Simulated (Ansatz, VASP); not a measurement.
# Sb2Pt: VASP beside Ansatz

```xyz
12
Lattice="6.4200 0.0000 0.0000 0.0000 6.4200 0.0000 0.0000 0.0000 6.4200" Properties=species:S:1:pos:R:3 pbc="T T T"
Sb    2.4034    2.4034    2.4034
Sb    0.8066    4.0166    5.6134
Sb    5.6134    0.8066    4.0166
Sb    4.0166    5.6134    0.8066
Sb    4.0166    4.0166    4.0166
Sb    5.6134    2.4034    0.8066
Sb    0.8066    5.6134    2.4034
Sb    2.4034    0.8066    5.6134
Pt    0.0000    0.0000    0.0000
Pt    3.2100    0.0000    3.2100
Pt    3.2100    3.2100    0.0000
Pt    0.0000    3.2100    3.2100
```

Alike in both runs: task electric field gradients; functional r2SCAN; k mesh 5 × 5 × 5; occupations fermi-dirac, width 0.05 eV; no spin polarisation.

|  | VASP | Ansatz |
| --- | --- | --- |
| version | VASP 6.6.1 | Ansatz 0.2.0 |
| potentials or method | VASP PAW PBE potentials, release 64 (Sb, Pt) | plane-wave PAW, scalar-relativistic |
| plane-wave cutoff (eV) | 520 | 500 |
| valence electrons in the cell | 80 | 192 |

Ansatz gave:

* pressure (GPa): 5.0
* rms of the force components (eV/Å): 0.068
* size of Vzz on the site where it differs most (V/Å²): 74.5

Problem. Estimate VASP's values.

Solution. Pressure (GPa): 4.9; rms of the force components (eV/Å): 0.052; size of Vzz on the site where it differs most (V/Å²): 28.9.

VASP's potentials were made for PBE, not for r2SCAN. Atom by atom the forces differ by 0.016 eV/Å (rms over components). One of these differences is far larger than is usual between the two programs; its cause wasn't traced. The functional is the same, so the differences come from potentials, cutoffs and numerics. VASP's potentials hold 80 valence electrons a cell and Ansatz's 192, so a difference there can come from the potentials and not from the codes.

Neither program's run includes spin-orbit coupling.
